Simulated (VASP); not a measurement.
A run of VASP 6.6.1 is set up as follows.

INCAR

```
SYSTEM = WS2
PREC = Accurate
ENCUT = 520
EDIFF = 1E-6
ISMEAR = 0
SIGMA = 0.02
LREAL = .FALSE.
LASPH = .TRUE.
NELM = 60
ALGO = Normal
ISIF = 2
LWAVE = .FALSE.
LCHARG = .TRUE.
LDIPOL = .TRUE.
IDIPOL = 3
DIPOL = 0.5 0.5 0.500
GGA = PE
IVDW = 12
LELF = .TRUE.
LVHAR = .TRUE.
LVACPOTAV = .TRUE.
NBANDS = 20
```

File KPOINTS:

```
Automatic mesh
0
G
  12 12 1
  0 0 0
```

POSCAR

```
WS2
1.0
    3.3177270662      0.0000000000      0.0000000000
   -1.6588635331      2.7364151640      0.0000000000
    0.0000000000      0.0000000000     32.2905332489
S W
2 1
Direct
    0.3323531814      0.6647063628      0.4520557947
    0.3323531814      0.6647063628      0.5479442053
    0.6686269706      0.3372539412      0.5000000000
```

Potentials or basis: VASP PAW PBE potentials, release 64 (S, W_sv).

Run with:

```bash
$ cat potpaw_PBE.64/S/POTCAR potpaw_PBE.64/W_sv/POTCAR > POTCAR
$ mpirun -np 1 vasp_std > vasp.out
```

Q: What does it give for the dispersion energy per atom?

A: -0.296 eV.

Q: What does it give for the band gap on the k mesh?

A: 1.43 eV (least direct gap 1.59 eV).

Q: Estimate the largest force.

A: 0.004 eV/Å.

Q: Estimate the ionisation potential of the upper face.

A: 5.60 eV.

Forces in eV/Å, atoms in the order of the input:
```
S    0.000 -0.002 -0.004
S    0.000 -0.002  0.004
W    0.000  0.003  0.000
```

Caveat: the cell differs from its parent crystal (strain along x +0.050, then relaxed in part); spin-orbit coupling is left out, which moves the levels of the heavy elements.
